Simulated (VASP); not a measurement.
# Ni (Fm-3m) in VASP: further runs

Ni is run at these levels: LDA, revPBE+D3(BJ), r2SCAN+rVV10; tasks: single point.

Everything below comes from runs of VASP 6.6.1. Logs are shortened: lines on timing, memory, paths and dates and some standing lists are left out, and cuts for length are marked.

### 1 The cell of the first run

The structure is cubic, space group Fm-3m (No. 225). Conventional cell: a = 3.425 Å, b = 3.425 Å, c = 3.425 Å, α = 90.00°, β = 90.00°, γ = 90.00°. Ni (site symmetry m-3m) has 12 Ni at 2.42 Å within 3.2 Å.

### 2 Single point, LDA, collinear spin, ferromagnetic start

INCAR

```
PREC = Accurate
ENCUT = 520
EDIFF = 1E-7
ISMEAR = -1
SIGMA = 0.05
LREAL = False
LASPH = True
NELM = 150
ALGO = Normal
ISIF = 2
LWAVE = False
LCHARG = False
ISPIN = 2
MAGMOM = 1.5
LORBIT = 11
LMAXMIX = 4
GGA = CA
NBANDS = 15
```

KPOINTS

```
Automatic mesh
0
Gamma
  15 15 15
```

POSCAR

```
Ni
1.0
    0.0000000000      1.7124640645      1.7124640645
    1.7124640645      0.0000000000      1.7124640645
    1.7124640645      1.7124640645      0.0000000000
Ni
1
Direct
    0.0000000000      0.0000000000      0.0000000000
```

Potentials or basis: VASP PAW LDA potentials, release 64 (Ni).

Command:

```sh
$ cat potpaw_LDA.64/Ni/POTCAR > POTCAR
$ mpirun -np 1 vasp_std > vasp.out
```

OUTCAR:

```text
PREC = Accurate
   ENCUT = 520
   EDIFF = 1E-7
   ISMEAR = -1
   LREAL = False
   LASPH = True
   NELM = 150
   ISIF = 2
   ISPIN = 2
   LORBIT = 11
   GGA = CA

 ion  position               nearest neighbor table
   1  0.000  0.000  0.000-

  LATTYP: Found a face centered cubic cell.
 ALAT       =     3.4249281290

  Lattice vectors:

 A1 = (   0.0000000000,   1.7124640645,   1.7124640645)
 A2 = (   1.7124640645,   0.0000000000,   1.7124640645)
 A3 = (   1.7124640645,   1.7124640645,   0.0000000000)

Analysis of symmetry for initial positions (statically):
=====================================================================
 Subroutine PRICEL returns:
 Original cell was already a primitive cell.

 Routine SETGRP: Setting up the symmetry group for a
 face centered cubic supercell.

 Subroutine GETGRP returns: Found 48 space group operations
 (whereof 48 operations were pure point group operations)
 out of a pool of 48 trial point group operations.

The static configuration has the point symmetry O_h .

Analysis of symmetry for dynamics (positions and initial velocities):
=====================================================================
 Subroutine PRICEL returns:
 Original cell was already a primitive cell.

 Routine SETGRP: Setting up the symmetry group for a
 face centered cubic supercell.

 Subroutine GETGRP returns: Found 48 space group operations
 (whereof 48 operations were pure point group operations)
 out of a pool of 48 trial point group operations.

The dynamic configuration has the point symmetry O_h .

Analysis of structural, dynamic, and magnetic symmetry:
=====================================================================
 Subroutine PRICEL returns:
 Original cell was already a primitive cell.

 Routine SETGRP: Setting up the symmetry group for a
 face centered cubic supercell.

 Subroutine GETGRP returns: Found 48 space group operations
 (whereof 48 operations were pure point group operations)
 out of a pool of 48 trial point group operations.

The overall configuration has the point symmetry O_h .

 Subroutine INISYM returns: Found 48 space group operations
 (whereof 48 operations are pure point group operations),
 and found     1 'primitive' translations

----------------------------------------------------------------------------------------

                                     Primitive cell

  volume of cell :      10.0437

  direct lattice vectors                    reciprocal lattice vectors
     0.000000000  1.712464064  1.712464064    -0.291976930  0.291976930  0.291976930
     1.712464064  0.000000000  1.712464064     0.291976930 -0.291976930  0.291976930
     1.712464064  1.712464064  0.000000000     0.291976930  0.291976930 -0.291976930

  length of vectors
     2.421789905  2.421789905  2.421789905     0.505718877  0.505718877  0.505718877

  position of ions in fractional coordinates (direct lattice)
     0.000000000  0.000000000  0.000000000

  ion indices of the primitive-cell ions
   primitive index   ion index
                 1           1

----------------------------------------------------------------------------------------

 KPOINTS: Automatic mesh

Automatic generation of k-mesh.
 Grid dimensions read from file:
 generate k-points for:   15   15   15

 Generating k-lattice:

  Cartesian coordinates                     Fractional coordinates (reciprocal lattice)
    -0.019465129  0.019465129  0.019465129     0.066666667  0.000000000  0.000000000
     0.019465129 -0.019465129  0.019465129     0.000000000  0.066666667  0.000000000
     0.019465129  0.019465129 -0.019465129     0.000000000  0.000000000  0.066666667

  Length of vectors
     0.033714592  0.033714592  0.033714592

  Shift w.r.t. Gamma in fractional coordinates (k-lattice)
     0.000000000  0.000000000  0.000000000

 Subroutine IBZKPT returns following result:
 ===========================================

 Found    120 irreducible k-points:

 Following reciprocal coordinates:
            Coordinates               Weight
  0.000000  0.000000  0.000000      1.000000
  0.066667  0.000000  0.000000      8.000000
  0.133333  0.000000  0.000000      8.000000
  0.200000  0.000000  0.000000      8.000000
  0.266667  0.000000  0.000000      8.000000
  0.333333  0.000000  0.000000      8.000000
[... 16 lines left out ...]
  0.133333  0.133333  0.000000      6.000000
  0.200000  0.133333  0.000000     24.000000
 [... further k-points ...]
   k-points           NKPTS =    120   k-points in BZ     NKDIM =    120   number of bands    NBANDS=     15
   number of dos      NEDOS =    301   number of ions     NIONS =      1
   total plane-waves  NPLWV =   5832
   dimension x,y,z NGX =    18 NGY =   18 NGZ =   18
   dimension x,y,z NGXF=    36 NGYF=   36 NGZF=   36
   ions per type =               1
   NGX,Y,Z   is equivalent  to a cutoff of  12.36, 12.36, 12.36 a.u.
   NGXF,Y,Z  is equivalent  to a cutoff of  24.71, 24.71, 24.71 a.u.
 SYSTEM =  unknown system
   PREC   = accura    normal or accurate (medium, high low for compatibility)
   ISTART =      0    job   : 0-new  1-cont  2-samecut
   ICHARG =      2    charge: 1-file 2-atom 10-const
   ISPIN  =      2    spin polarized calculation?
   LNONCOLLINEAR =      F non collinear calculations
   LSORBIT =      F    spin-orbit coupling
   LASPH  =      T    aspherical Exc in radial PAW
   ENCUT  =  520.0 eV  38.22 Ry    6.18 a.u.   4.50  4.50  4.50*2*pi/ulx,y,z
   NELM   =    150;   NELMIN=  2; NELMDL= -5     # of ELM steps
   EDIFF  = 0.1E-06   stopping-criterion for ELM
   LREAL  =      F    real-space projection
   EDIFFG = 0.1E-05   stopping-criterion for IOM
   NSW    =      0    number of steps for IOM
   IBRION =     -1    ionic relax: 0-MD 1-quasi-New 2-CG
   NFREE  =      0    steps in history (QN), initial steepest desc. (CG)
   ISIF   =      2    stress and relaxation
   ISYM   =      2    0-nonsym 1-usesym 2-fastsym
   POTIM  = 0.5000    time-step for ionic-motion
   TEBEG  =    0.0;   TEEND  =   0.0 temperature during run
   PSTRESS=    0.0 pullay stress
   NELECT =      10.0000    total number of electrons
   NUPDOWN=      -1.0000    fix difference up-down
   EMIN   =  10.00;   EMAX   =-10.00  energy-range for DOS
   EFERMI =   0.00;   METHOD = LEGACY
   ISMEAR =    -1;   SIGMA  =   0.05  broadening in eV -4-tet -1-fermi 0-gaus
   EFERMI_NEDOS =   21; number of points for ismear=-14 and -15
   IALGO  =     38    algorithm
   IMIX   =      4    mixing-type and parameters
     AMIX     =   0.40;   BMIX     =  1.00
     AMIX_MAG =   1.60;   BMIX_MAG =  1.00
  volume/ion in A,a.u.               =      10.04        67.78
  Fermi-wavevector in a.u.,A,eV,Ry     =   1.634720  3.089173 36.358976  2.672309
  Thomas-Fermi vector in A             =   2.726312
   LORBIT       =     11    0 simple, 1 ext, 2 COOP (PROOUT), +10 PAW based schemes
   GGA     = CA    functional components
   LHFCALC =     F    Hartree Fock is set to
   AEXX    =    0.0000 exact exchange contribution
   IVDW    =     0    specifies the selected vdW correction
   LEPSILON=     F    determine dielectric tensor
   LRPA    =     F    only Hartree local field effects (RPA)
 spin polarized calculation
  energy-cutoff  :      520.00
  volume of cell :       10.04
 maximum number of plane-waves:       283
 NGX is ok and might be reduce to    18
   NGX =  9   NGY =  9   NGZ =  9

 number of electron      10.0000000 magnetization       1.5000000

 number of electron       9.9999990 magnetization       0.6035189

 Free energy of the ion-electron system (eV)
  ---------------------------------------------------
  ext. energy  EPLUGINS =         0.00000000
  ---------------------------------------------------
  free energy    TOTEN  =        -6.58546633 eV

  energy without entropy =       -6.57120616  energy(sigma->0) =       -6.57833625

 E-fermi :  10.2106     XC(G=0): -14.0931

 val. band max:       10.2104709605   @ k =   0.4667   0.2000   0.0667
 cond. band min:      10.2124176727   @ k =  -0.4000   0.2667   0.0000
 fundamental gap:      0.0019467123
 Fermi energy:        10.2105521407

 spin component 1

 k-point     1 :       0.0000    0.0000    0.0000
  band No.  band energies     occupation
      1       0.6625      1.00000
      2       7.6485      1.00000
      3       7.6485      1.00000
      4       7.6485      1.00000
      5       8.9417      1.00000
      6       8.9417      1.00000
      7      34.6637      0.00000
      8      39.0586      0.00000
      9      39.0586      0.00000
     10      39.0586      0.00000
     11      42.3183      0.00000
     12      42.3183      0.00000
     13      42.3183      0.00000
     14      45.2874      0.00000
     15      52.2193      0.00000

 k-point     2 :       0.0667    0.0000    0.0000
  band No.  band energies     occupation
      1       0.8470      1.00000
      2       7.5968      1.00000
      3       7.6923      1.00000
      4       7.6923      1.00000
      5       8.9228      1.00000
      6       8.9228      1.00000
      7      34.1512      0.00000
      8      37.0484      0.00000
      9      38.6926      0.00000
     10      38.6926      0.00000
     11      42.8719      0.00000
     12      42.8719      0.00000
     13      43.3224      0.00000
     14      46.8631      0.00000
     15      50.5734      0.00000
[... 365 lines left out ...]
      3       7.9381      1.00000
      4       7.9381      1.00000
      5       8.6193      1.00000
      6       9.0720      1.00000
      7      33.4095      0.00000
      8      34.8243      0.00000
      9      34.8243      0.00000
     10      35.8828      0.00000
     11      43.3406      0.00000
     12      45.6913      0.00000
     13      46.3095      0.00000
     14      46.3095      0.00000
     15      50.3517      0.00000

 k-point    24 :       0.2000    0.1333    0.0000
  band No.  band energies     occupation
      1       2.2487      1.00000
      2       7.1125      1.00000
      3       8.0470      1.00000
      4       8.0809      1.00000
      5       8.5480      1.00000
      6       9.1413      1.00000
      7      30.9138      0.00000
      8      33.6653      0.00000
      9      33.9020      0.00000
     10      36.3253      0.00000
     11      41.5470      0.00000
     12      45.6169      0.00000
     13      47.2802      0.00000
     14      48.0068      0.00000
     15      53.3029      0.00000

 [... further k-points ...]

 spin component 2

 k-point     1 :       0.0000    0.0000    0.0000
  band No.  band energies     occupation
      1       0.7106      1.00000
      2       8.2647      1.00000
      3       8.2647      1.00000
      4       8.2647      1.00000
      5       9.5114      1.00000
      6       9.5114      1.00000
      7      34.6542      0.00000
      8      39.1082      0.00000
      9      39.1082      0.00000
     10      39.1082      0.00000
     11      42.4927      0.00000
     12      42.4927      0.00000
     13      42.4927      0.00000
     14      45.2705      0.00000
     15      52.4135      0.00000

 k-point     2 :       0.0667    0.0000    0.0000
  band No.  band energies     occupation
      1       0.8954      1.00000
      2       8.2083      1.00000
      3       8.3098      1.00000
      4       8.3098      1.00000
      5       9.4915      1.00000
      6       9.4915      1.00000
      7      34.1819      0.00000
      8      37.1047      0.00000
      9      38.7681      0.00000
     10      38.7681      0.00000
     11      43.0165      0.00000
     12      43.0165      0.00000
     13      43.4118      0.00000
     14      46.8894      0.00000
     15      50.7567      0.00000
[... 365 lines left out ...]
      3       8.5619      1.00000
      4       8.5619      1.00000
      5       9.1706      1.00000
      6       9.6456      0.99999
      7      33.4913      0.00000
      8      34.9549      0.00000
      9      34.9549      0.00000
     10      35.9114      0.00000
     11      43.5477      0.00000
     12      45.7978      0.00000
     13      46.3657      0.00000
     14      46.3657      0.00000
     15      50.3760      0.00000

 k-point    24 :       0.2000    0.1333    0.0000
  band No.  band energies     occupation
      1       2.3027      1.00000
      2       7.6948      1.00000
      3       8.6585      1.00000
      4       8.7055      1.00000
      5       9.1047      1.00000
      6       9.7203      0.99994
      7      31.0547      0.00000
      8      33.8017      0.00000
      9      33.9722      0.00000
     10      36.3958      0.00000
     11      41.7501      0.00000
     12      45.6970      0.00000
     13      47.3217      0.00000
     14      48.0636      0.00000
     15      53.3353      0.00000

 [... further k-points ...]

------------------------ aborting loop because EDIFF is reached ----------------------------------------

  FORCE on cell =-STRESS in cart. coord.  units (eV):
  Direction    XX          YY          ZZ          XY          YZ          ZX
  --------------------------------------------------------------------------------------
  -------------------------------------------------------------------------------------
  Total       -0.0121542     -0.0121542     -0.0121542      0.0000000      0.0000000      0.0000000
  in kB       -1.9388406     -1.9388406     -1.9388406      0.0000000      0.0000000      0.0000000
  external PRESSURE =      -1.9388406 kB  Pullay stress =       0.0000000 kB

 VOLUME and BASIS-vectors are now :
 -----------------------------------------------------------------------------
  energy-cutoff  :      520.00
  volume of cell :       10.04
      direct lattice vectors                 reciprocal lattice vectors
     0.000000000  1.712464064  1.712464064    -0.291976930  0.291976930  0.291976930
     1.712464064  0.000000000  1.712464064     0.291976930 -0.291976930  0.291976930
     1.712464064  1.712464064  0.000000000     0.291976930  0.291976930 -0.291976930

 POSITION                                       TOTAL-FORCE (eV/Angst)
 -----------------------------------------------------------------------------------
      0.00000      0.00000      0.00000         0.000000     -0.000000      0.000000
 -----------------------------------------------------------------------------------
    total drift:                                0.000000     -0.000000     -0.000000

  FREE ENERGIE OF THE ION-ELECTRON SYSTEM (eV)
  ---------------------------------------------------
  free  energy   TOTEN  =        -6.5854663346 eV

  energy  without entropy=       -6.5712061570  energy(sigma->0) =       -6.57833625

 total charge

# of ion       s       p       d       tot
------------------------------------------
    1        0.535   0.571   8.366   9.473

 magnetization (x)

# of ion       s       p       d       tot
------------------------------------------
    1       -0.005  -0.019   0.627   0.603
```

It took 33 s on 1 thread of Intel Xeon Platinum 8259CL at 2.50GHz (Skylake/Cascade Lake), shared host; peak memory 0.14 GiB.

Results:

| Property | Result |
| --- | --- |
| Free energy | -6.5855 eV |
| Pressure | -0.2 GPa |
| Net moment | 0.60 μB per cell |
| Site moments | Ni +0.60 μB |
| Valence electrons inside the program's atomic spheres | Ni 9.47 |

[end of part 1 of 2]
